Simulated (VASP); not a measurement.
Input of a VASP 6.6.1 run:

Contents of INCAR:

```
ALGO = Normal
EDIFF = 1E-7
ENCUT = 520
GGA = PS
ISIF = 2
ISMEAR = 0
LASPH = True
LCHARG = False
LREAL = False
LWAVE = False
NBANDS = 28
NELM = 100
PREC = Accurate
SIGMA = 0.01
```

The input KPOINTS:

```
k-points
0
Gamma
  5 5 5
```

POSCAR

```
PbS
1.0
    2.0799530000     -5.9912970000      0.0000000000
    2.0799530000      5.9912970000      0.0000000000
    0.0000000000      0.0000000000      4.2793210000
Pb S
2 2
Direct
    0.8694370000      0.1305630000      0.7500000000
    0.1305630000      0.8694370000      0.2500000000
    0.6452030000      0.3547970000      0.7500000000
    0.3547970000      0.6452030000      0.2500000000
```

Potentials or basis: VASP PAW PBE potentials, release 64 (Pb_d, S).

Command:

```sh
$ cat potpaw_PBE.64/Pb_d/POTCAR potpaw_PBE.64/S/POTCAR > POTCAR
$ mpirun -np 1 vasp_std > vasp.out
```

(1) Estimate the largest force.

(2) Estimate the band gap on the k mesh.

## Answers

(1) 0.034 eV/Å.

(2) 1.13 eV (least direct gap 1.20 eV).

Caveat: the PAW data sets were made with another functional, which shifts forces and pressure a little; spin-orbit coupling is left out, which moves the levels of the heavy elements; an odd mesh through Γ misses points on the zone boundary, where band edges can lie.
